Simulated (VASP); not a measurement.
Set up this calculation in VASP 6.6.1, as the native input.

```
Task                   : single point
Functional             : PBEsol
Potentials or basis    : VASP PAW PBE potentials, release 64 (Ni)
Cutoff                 : 520 eV
k mesh                 : 8 × 8 × 8
Occupations            : fermi-dirac, width 0.1 eV
Spin                   : collinear spin, ferromagnetic start
Starting moments       : [1.5] μB
Dipole correction      : no
Further INCAR settings : ALGO = Normal; EDIFF = 1e-06; NBANDS = 15
```

The structure of Ni lies in POSCAR:

```
Ni
1.0
    2.2948739169      0.0000000000      0.0000000000
    0.0000000000      2.2948739169      0.0000000000
    0.0000000000      0.0000000000      2.2948739169
Ni
1
Direct
    0.0000000000      0.0000000000      0.0000000000
```

The input as run:

INCAR

```
PREC = Accurate ; ENCUT = 520
EDIFF = 1E-6 ; ISMEAR = -1
SIGMA = 0.1 ; LREAL = False
LASPH = True ; NELM = 150
ALGO = Normal ; ISIF = 2
LWAVE = False ; LCHARG = False
ISPIN = 2 ; MAGMOM = 1.5
LORBIT = 11 ; LMAXMIX = 4
GGA = PS ; NBANDS = 15
```

KPOINTS

```
Automatic mesh
0
Gamma
  8 8 8
```

Potentials or basis: VASP PAW PBE potentials, release 64 (Ni).

Run with:

```console
$ cat potpaw_PBE.64/Ni/POTCAR > POTCAR
$ mpirun -np 1 vasp_std > vasp.out
```

It gave:

- Pressure: 0.0 GPa
- Net moment: 0.64 μB per cell
- Site moments: Ni +0.64 μB
- Valence electrons inside the program's atomic spheres: Ni 9.31

Caveat: the PAW data sets were made with another functional, which shifts forces and pressure a little.

Wall time 8.6 s on 1 thread of Intel Xeon 6975P-C (shared host), peak memory 0.13 GiB.
